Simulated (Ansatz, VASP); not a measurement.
**One calculation of Si2W3, two programs**

```
Si W
1.0
     3.17524    0.00000    0.00000
     0.00000    3.17524    0.00000
     0.00000    0.00000    9.03134
Si W
2 3
Direct
  0.50000 0.00000 0.00000
  0.00000 0.50000 0.00000
  0.00000 0.00000 0.22544
  0.00000 0.00000 0.77456
  0.00000 0.00000 0.50000
```

Alike in both runs: functional PBE; k mesh 6 × 6 × 4; occupations gaussian, width 0.1 eV; no spin polarisation.

Ansatz relaxed the structure, and its values are those at the end. VASP's run is a single point on that final structure, the one shown.

|  | VASP | Ansatz |
| --- | --- | --- |
| version | VASP 6.6.1 | Ansatz 0.2.0 |
| potentials or method | VASP PAW PBE potentials, release 64 (Si, W_sv), cutoff 520 eV | scalar-relativistic, plane waves, PAW |
| valence electrons in the cell | 50 | 50 |

|  | VASP | Ansatz | Ansatz less VASP |
| --- | --- | --- | --- |
| gap on the k mesh at the Fermi level (eV) | none | none | - |
| pressure (GPa) | 0.2 | 0.0 | -0.21 |
| rms of the force components (eV/Å) | 0.030 | 0.006 | -0.0235 |

A gap of «none» marks a metal or a gap that the smearing closes. The functional is the same, so the differences come from potentials, cutoffs and numerics.

Neither program's run includes spin-orbit coupling.
